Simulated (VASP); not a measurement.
Au, 1 atom in the cell. It takes space group Fm-3m (No. 225, cubic). Conventional cell: a = 4.070 Å, b = 4.070 Å, c = 4.070 Å, α = 90.00°, β = 90.00°, γ = 90.00°. Au (site symmetry m-3m) has 12 Au at 2.88 Å within 3.8 Å. 

```yaml
Program: VASP 6.6.1
Task: single point
Functional: LDA
Potentials_or_basis: VASP PAW LDA potentials, release 64 (Au)
Cutoff: 500 eV
k_mesh: 9 × 9 × 9
Occupations: fermi-dirac, width 0.05 eV
Spin: no spin polarisation
Dipole_correction: no
Further_INCAR_settings: ALGO = Normal; EDIFF = 1e-06; NBANDS = 12
```

Potentials or basis: VASP PAW LDA potentials, release 64 (Au).

Run with:

```console
$ cat potpaw_LDA.64/Au/POTCAR > POTCAR
$ mpirun -np 1 vasp_std > vasp.out
```

Hardware: 1 thread of Intel(R) Xeon(R) Platinum 8259CL CPU @ 2.50GHz (Skylake/Cascade Lake), on a shared host.

Problem. How long does it take, and how much memory?

Solution. Run time: 7.5 s on 1 thread of Intel(R) Xeon(R) Platinum 8259CL CPU @ 2.50GHz (Skylake/Cascade Lake), with other jobs on the host, peak memory 0.13 GiB. Counts: scf iterations 10, k points 35.
